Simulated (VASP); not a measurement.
# CuO (Cccm) in VASP: a series of runs

CuO is run at these levels: LDA, BLYP; tasks: single point.

Program: VASP 6.6.1. These are calculated values, not measurements. Logs are shortened: lines on timing, memory, paths and dates and some standing lists are left out, and cuts for length are marked.

## 1. The cell of the first run

The structure is orthorhombic, space group Cccm (No. 66). The conventional cell has a = 4.029 Å, b = 4.044 Å, c = 5.041 Å, α = 90.00°, β = 90.00°, γ = 90.00°. Cu (site symmetry 2/m) has 4 O at 1.90 Å within 2.5 Å. Within 2.5 Å of O (site symmetry 222) lie 4 Cu at 1.90 Å.

## 2. Single point, LDA

File INCAR:

```
  PREC = Accurate
  ENCUT = 520
  EDIFF = 1E-6
  ISMEAR = -1
  SIGMA = 0.05
  LREAL = False
  LASPH = True
  NELM = 100
  ALGO = Normal
  ISIF = 2
  LWAVE = False
  LCHARG = True
  LELF = True
  LVHAR = True
  NBANDS = 25
```

File KPOINTS:

```
Automatic mesh
0
Gamma
  9 9 5
```

File POSCAR:

```
CuO
1.0
    2.0145694286     -2.0220413479      0.0000000000
    2.0145694286      2.0220413479      0.0000000000
    0.0000000000      0.0000000000      5.0409387859
Cu O
2 2
Direct
    0.5000000000      0.0000000000      0.0000000000
    0.0000000000      0.5000000000      0.5000000000
    0.5000000000      0.5000000000      0.2500000000
    0.5000000000      0.5000000000      0.7500000000
```

Potentials or basis: VASP PAW LDA potentials, release 64 (Cu, O).

Started as:

```console
$ cat potpaw_LDA.64/Cu/POTCAR potpaw_LDA.64/O/POTCAR > POTCAR
$ mpirun -np 1 vasp_std > vasp.out
```

OUTCAR:

```text
PREC = Accurate
   ENCUT = 520
   EDIFF = 1E-6
   ISMEAR = -1
   LREAL = False
   LASPH = True
   NELM = 100
   ISIF = 2

 ion  position               nearest neighbor table
   1  0.500  0.000  0.000-   3 1.90   4 1.90   3 1.90   4 1.90
   2  0.000  0.500  0.500-   3 1.90   4 1.90   3 1.90   4 1.90
   3  0.500  0.500  0.250-   1 1.90   2 1.90   1 1.90   2 1.90
   4  0.500  0.500  0.750-   1 1.90   2 1.90   1 1.90   2 1.90

  LATTYP: Found a base centered orthorhombic cell.
 ALAT       =     4.0291388572
 B/A-ratio  =     1.0037089411
 C/A-ratio  =     1.2511206401

  Lattice vectors:

 A1 = (   2.0145694286,  -2.0220413479,   0.0000000000)
 A2 = (   2.0145694286,   2.0220413479,   0.0000000000)
 A3 = (   0.0000000000,   0.0000000000,   5.0409387859)

Analysis of symmetry for initial positions (statically):
=====================================================================
 Subroutine PRICEL returns:
 Original cell was already a primitive cell.

 Routine SETGRP: Setting up the symmetry group for a
 base centered orthorhombic supercell.

 Subroutine GETGRP returns: Found  8 space group operations
 (whereof  4 operations were pure point group operations)
 out of a pool of  8 trial point group operations.

The static configuration has the point symmetry C_2h.
 The point group associated with its full space group is D_2h.

Analysis of symmetry for dynamics (positions and initial velocities):
=====================================================================
 Subroutine PRICEL returns:
 Original cell was already a primitive cell.

 Routine SETGRP: Setting up the symmetry group for a
 base centered orthorhombic supercell.

 Subroutine GETGRP returns: Found  8 space group operations
 (whereof  4 operations were pure point group operations)
 out of a pool of  8 trial point group operations.

The dynamic configuration has the point symmetry C_2h.
 The point group associated with its full space group is D_2h.

 Subroutine INISYM returns: Found  8 space group operations
 (whereof  4 operations are pure point group operations),
 and found     1 'primitive' translations

----------------------------------------------------------------------------------------

                                     Primitive cell

  volume of cell :      41.0690

  direct lattice vectors                    reciprocal lattice vectors
     2.014569429 -2.022041348  0.000000000     0.248191992 -0.247274864  0.000000000
     2.014569429  2.022041348  0.000000000     0.248191992  0.247274864  0.000000000
     0.000000000  0.000000000  5.040938786     0.000000000  0.000000000  0.198375748

  length of vectors
     2.854319743  2.854319743  5.040938786     0.350348574  0.350348574  0.198375748

  position of ions in fractional coordinates (direct lattice)
     0.500000000  1.000000000  0.000000000
     1.000000000  0.500000000  0.500000000
     0.500000000  0.500000000  0.250000000
     0.500000000  0.500000000  0.750000000

  ion indices of the primitive-cell ions
   primitive index   ion index
                 1           1
                 2           2
                 3           3
                 4           4

----------------------------------------------------------------------------------------

 KPOINTS: Automatic mesh

Automatic generation of k-mesh.
 Grid dimensions read from file:
 generate k-points for:    9    9    5

 Generating k-lattice:

  Cartesian coordinates                     Fractional coordinates (reciprocal lattice)
     0.027576888 -0.027474985  0.000000000     0.111111111 -0.000000000  0.000000000
     0.027576888  0.027474985  0.000000000    -0.000000000  0.111111111  0.000000000
     0.000000000  0.000000000  0.039675150     0.000000000  0.000000000  0.200000000

  Length of vectors
     0.038927619  0.038927619  0.039675150

  Shift w.r.t. Gamma in fractional coordinates (k-lattice)
     0.000000000  0.000000000  0.000000000

 Subroutine IBZKPT returns following result:
 ===========================================

 Found     75 irreducible k-points:

 Following reciprocal coordinates:
            Coordinates               Weight
  0.000000  0.000000  0.000000      1.000000
  0.111111  0.000000  0.000000      4.000000
  0.222222  0.000000  0.000000      4.000000
  0.333333  0.000000  0.000000      4.000000
  0.444444  0.000000  0.000000      4.000000
  0.111111  0.111111  0.000000      2.000000
[... 16 lines left out ...]
 -0.333333  0.333333  0.000000      2.000000
  0.444444  0.444444  0.000000      2.000000
 [... further k-points ...]
   k-points           NKPTS =     75   k-points in BZ     NKDIM =     75   number of bands    NBANDS=     25
   number of dos      NEDOS =    301   number of ions     NIONS =      4
   total plane-waves  NPLWV =  23040
   dimension x,y,z NGX =    24 NGY =   24 NGZ =   40
   dimension x,y,z NGXF=    48 NGYF=   48 NGZF=   80
   ions per type =               2   2
   NGX,Y,Z   is equivalent  to a cutoff of  13.98, 13.98, 13.19 a.u.
   NGXF,Y,Z  is equivalent  to a cutoff of  27.96, 27.96, 26.38 a.u.
 SYSTEM =  unknown system
   PREC   = accura    normal or accurate (medium, high low for compatibility)
   ISTART =      0    job   : 0-new  1-cont  2-samecut
   ICHARG =      2    charge: 1-file 2-atom 10-const
   ISPIN  =      1    spin polarized calculation?
   LNONCOLLINEAR =      F non collinear calculations
   LSORBIT =      F    spin-orbit coupling
   LASPH  =      T    aspherical Exc in radial PAW
   ENCUT  =  520.0 eV  38.22 Ry    6.18 a.u.   5.31  5.31  9.37*2*pi/ulx,y,z
   NELM   =    100;   NELMIN=  2; NELMDL= -5     # of ELM steps
   EDIFF  = 0.1E-05   stopping-criterion for ELM
   LREAL  =      F    real-space projection
   EDIFFG = 0.1E-04   stopping-criterion for IOM
   NSW    =      0    number of steps for IOM
   IBRION =     -1    ionic relax: 0-MD 1-quasi-New 2-CG
   NFREE  =      0    steps in history (QN), initial steepest desc. (CG)
   ISIF   =      2    stress and relaxation
   ISYM   =      2    0-nonsym 1-usesym 2-fastsym
   POTIM  = 0.5000    time-step for ionic-motion
   TEBEG  =    0.0;   TEEND  =   0.0 temperature during run
   PSTRESS=    0.0 pullay stress
   NELECT =      34.0000    total number of electrons
   NUPDOWN=      -1.0000    fix difference up-down
   EMIN   =  10.00;   EMAX   =-10.00  energy-range for DOS
   EFERMI =   0.00;   METHOD = LEGACY
   ISMEAR =    -1;   SIGMA  =   0.05  broadening in eV -4-tet -1-fermi 0-gaus
   EFERMI_NEDOS =   21; number of points for ismear=-14 and -15
   IALGO  =     38    algorithm
   IMIX   =      4    mixing-type and parameters
     AMIX     =   0.40;   BMIX     =  1.00
     AMIX_MAG =   1.60;   BMIX_MAG =  1.00
  volume/ion in A,a.u.               =      10.27        69.29
  Fermi-wavevector in a.u.,A,eV,Ry     =   1.537198  2.904884 32.150277  2.362979
  Thomas-Fermi vector in A             =   2.643741
   LORBIT       =      0    0 simple, 1 ext, 2 COOP (PROOUT), +10 PAW based schemes
   GGA     = CA    functional components
   LHFCALC =     F    Hartree Fock is set to
   AEXX    =    0.0000 exact exchange contribution
   IVDW    =     0    specifies the selected vdW correction
   LEPSILON=     F    determine dielectric tensor
   LRPA    =     F    only Hartree local field effects (RPA)
 non-spin polarized calculation
  energy-cutoff  :      520.00
  volume of cell :       41.07
 maximum number of plane-waves:      1122
 NGX is ok and might be reduce to    24
   NGX = 11   NGY = 11   NGZ = 19

 number of electron      33.9999978 magnetization

 Free energy of the ion-electron system (eV)
  ---------------------------------------------------
  ext. energy  EPLUGINS =         0.00000000
  ---------------------------------------------------
  free energy    TOTEN  =       -23.33165493 eV

  energy without entropy =      -23.31306393  energy(sigma->0) =      -23.32235943

 E-fermi :   5.5417     XC(G=0): -12.2717

 val. band max:        5.5094311851   @ k =   0.4444   0.4444   0.4000
 cond. band min:       5.5988220195   @ k =   0.2222   0.1111   0.0000
 fundamental gap:      0.0893908344
 Fermi energy:         5.5417051676

 k-point     1 :       0.0000    0.0000    0.0000
  band No.  band energies     occupation
      1     -14.6329      2.00000
      2     -13.0654      2.00000
      3      -3.3683      2.00000
      4      -0.4469      2.00000
      5      -0.4387      2.00000
      6       1.3530      2.00000
[... 17 lines left out ...]
     24      20.3980      0.00000
     25      20.5573      0.00000

 k-point     2 :       0.1111    0.0000    0.0000
  band No.  band energies     occupation
      1     -14.5540      2.00000
      2     -13.0428      2.00000
      3      -3.2444      2.00000
      4      -0.5145      2.00000
      5      -0.4068      2.00000
      6       0.7049      2.00000
[... 17 lines left out ...]
     24      20.6311      0.00000
     25      20.6559      0.00000

 k-point     3 :       0.2222    0.0000    0.0000
  band No.  band energies     occupation
      1     -14.3453      2.00000
      2     -12.9853      2.00000
      3      -2.9144      2.00000
      4      -0.6447      2.00000
      5      -0.4800      2.00000
      6      -0.3139      2.00000
[... 17 lines left out ...]
     24      20.5861      0.00000
     25      21.0245      0.00000

 k-point     4 :       0.3333    0.0000    0.0000
  band No.  band energies     occupation
      1     -14.0909      2.00000
      2     -12.9186      2.00000
      3      -2.5063      2.00000
      4      -1.5456      2.00000
      5      -0.6996      2.00000
      6      -0.2037      2.00000
[... 17 lines left out ...]
     24      19.7688      0.00000
     25      20.8782      0.00000

 k-point     5 :       0.4444    0.0000    0.0000
  band No.  band energies     occupation
      1     -13.9128      2.00000
      2     -12.8744      2.00000
      3      -2.2375      2.00000
      4      -2.1473      2.00000
      5      -0.6564      2.00000
      6      -0.1290      2.00000
[... 17 lines left out ...]
     24      18.4107      0.00000
     25      20.6503      0.00000

 k-point     6 :       0.1111    0.1111    0.0000
  band No.  band energies     occupation
      1     -14.4755      2.00000
      2     -13.0211      2.00000
      3      -3.1198      2.00000
      4      -0.5103      2.00000
      5      -0.4440      2.00000
      6       0.5841      2.00000
[... 17 lines left out ...]
     24      19.4612      0.00000
     25      20.7984      0.00000
[... 393 lines left out ...]
 k-point    21 :       0.4444    0.3333    0.0000
  band No.  band energies     occupation
      1     -13.4250      2.00000
      2     -12.7742      2.00000
      3      -1.8077      2.00000
      4      -1.2363      2.00000
      5      -1.1468      2.00000
      6      -0.4267      2.00000
[... 17 lines left out ...]
     24      17.8127      0.00000
     25      18.5384      0.00000

 k-point    22 :      -0.4444    0.3333    0.0000
  band No.  band energies     occupation
      1     -13.4255      2.00000
      2     -12.7744      2.00000
      3      -1.8073      2.00000
      4      -1.2366      2.00000
      5      -1.1445      2.00000
      6      -0.4227      2.00000
[... 17 lines left out ...]
     24      17.8374      0.00000
     25      18.5077      0.00000

 k-point    23 :      -0.3333    0.3333    0.0000
  band No.  band energies     occupation
      1     -13.5895      2.00000
      2     -12.8074      2.00000
      3      -1.5766      2.00000
      4      -1.3153      2.00000
      5      -1.1462      2.00000
      6      -0.5238      2.00000
[... 17 lines left out ...]
     24      17.6340      0.00000
     25      19.7397      0.00000

 k-point    24 :       0.4444    0.4444    0.0000
  band No.  band energies     occupation
      1     -13.2667      2.00000
      2     -12.7445      2.00000
      3      -1.7066      2.00000
      4      -1.7034      2.00000
      5      -0.8533      2.00000
      6      -0.3116      2.00000
[... 17 lines left out ...]
     24      17.0712      0.00000
     25      17.7296      0.00000

 [... further k-points ...]

------------------------ aborting loop because EDIFF is reached ----------------------------------------

  FORCE on cell =-STRESS in cart. coord.  units (eV):
  Direction    XX          YY          ZZ          XY          YZ          ZX
  --------------------------------------------------------------------------------------
  -------------------------------------------------------------------------------------
  Total        0.2311968      0.2187608      0.3772384     -0.0000000      0.0000000      0.0000000
  in kB        9.0194221      8.5342706     14.7167798     -0.0000000      0.0000000      0.0000000
  external PRESSURE =      10.7568242 kB  Pullay stress =       0.0000000 kB

 VOLUME and BASIS-vectors are now :
 -----------------------------------------------------------------------------
  energy-cutoff  :      520.00
  volume of cell :       41.07
      direct lattice vectors                 reciprocal lattice vectors
     2.014569429 -2.022041348  0.000000000     0.248191992 -0.247274864  0.000000000
     2.014569429  2.022041348  0.000000000     0.248191992  0.247274864  0.000000000
     0.000000000  0.000000000  5.040938786     0.000000000  0.000000000  0.198375748

 POSITION                                       TOTAL-FORCE (eV/Angst)
 -----------------------------------------------------------------------------------
      1.00728     -1.01102      0.00000         0.000000      0.000000     -0.000000
      1.00728      1.01102      2.52047         0.000000      0.000000     -0.000000
      2.01457      0.00000      1.26023         0.000000     -0.000000      0.000000
      2.01457      0.00000      3.78070         0.000000     -0.000000     -0.000000
 -----------------------------------------------------------------------------------
    total drift:                                0.000000     -0.000000     -0.000000

  FREE ENERGIE OF THE ION-ELECTRON SYSTEM (eV)
  ---------------------------------------------------
  free  energy   TOTEN  =       -23.3316549347 eV

  energy  without entropy=      -23.3130639301  energy(sigma->0) =      -23.32235943
```

It took 46 s on 1 thread of Intel Xeon Platinum 8559C (Emerald Rapids), shared host; peak memory 0.18 GiB.

What came out:

| Property | Result |
| --- | --- |
| Free energy | -23.3317 eV |
| Pressure | 1.1 GPa |
| Band gap on the k mesh | zero (band 17 reaches 6.28 eV, above the bottom of band 18 at 5.26 eV) |

Caveat: semilocal functionals often make such compounds metallic where correlation or magnetic order opens a gap, which also shifts bond lengths. With open d or f shells a metallic result of LDA can be an artefact of self-interaction; +U or a hybrid may open a gap.

## 3. Single point, BLYP

This run uses another cell than the first one, of 11.65 Å³/atom, 1.134 times its volume.

File INCAR:

```
SYSTEM = CuO
AGGAC    = 1.0          
AGGAX    = 1.0          
ALDAC    = 0.0          
ALDAX    = 1.0          
ALGO     = Normal         ! electronic algorithm
EDIFF    = 1E-6           ! SCF threshold, eV
ENCUT    = 520            ! plane-wave cutoff, eV
GGA      = B5             ! functional
ISIF     = 2              ! what is computed and relaxed
ISMEAR   = -1             ! smearing method
LASPH    = .True.         ! aspherical terms in the spheres
LCHARG   = .False.        ! write CHGCAR
LREAL    = .False.        ! projectors in reciprocal space
LWAVE    = .False.        ! write WAVECAR
NBANDS   = 25             ! bands
NELM     = 100            ! most SCF steps
PREC     = Accurate       ! precision mode
SIGMA    = 0.05           ! smearing width, eV
```

File KPOINTS:

```
k-points
0
Gamma
  9 9 5
  0 0 0
```

File POSCAR:

```
CuO
1.0
    2.1142337752     -2.1201705037      0.0000000000
    2.1142337752      2.1201705037      0.0000000000
    0.0000000000      0.0000000000      5.1966090833
Cu O
2 2
Direct
    0.5000000000      0.0000000000      0.0000000000
    0.0000000000      0.5000000000      0.5000000000
    0.5000000000      0.5000000000      0.2500000000
    0.5000000000      0.5000000000      0.7500000000
```

Potentials or basis: VASP PAW PBE potentials, release 64 (Cu, O).

Started as:

```console
$ cat potpaw_PBE.64/Cu/POTCAR potpaw_PBE.64/O/POTCAR > POTCAR
$ mpirun -np 1 vasp_std > vasp.out
```

Wall time 64 s (1 thread of Intel Xeon Platinum 8559C (Emerald Rapids), shared host); peak memory 0.2 GiB.

Results (log left out):

* Free energy: -18.3133 eV
* Pressure: 0.7 GPa
* Band gap on the k mesh: zero (band 17 reaches 5.23 eV, above the bottom of band 18 at 4.35 eV)

Stress tensor (GPa, compression positive):
```
0.59 0.00 0.00
0.00 0.54 0.00
0.00 0.00 0.93
```

Levels at points of the mesh, in eV from the Fermi level:
| k point | band 14 | band 15 | band 16 | band 17 | band 18 | band 19 | band 20 | band 21 |
| --- | --- | --- | --- | --- | --- | --- | --- | --- |
| (0.00, 0.00, 0.00) | -2.20 | -2.18 | -1.83 | 0.66 | 0.67 | 1.45 | 6.35 | 7.12 |

Caveat: the PAW data sets were made with another functional, which shifts forces and pressure a little; semilocal functionals often make such compounds metallic where correlation or magnetic order opens a gap, which also shifts bond lengths. With open d or f shells a metallic result of BLYP can be an artefact of self-interaction; +U or a hybrid may open a gap.
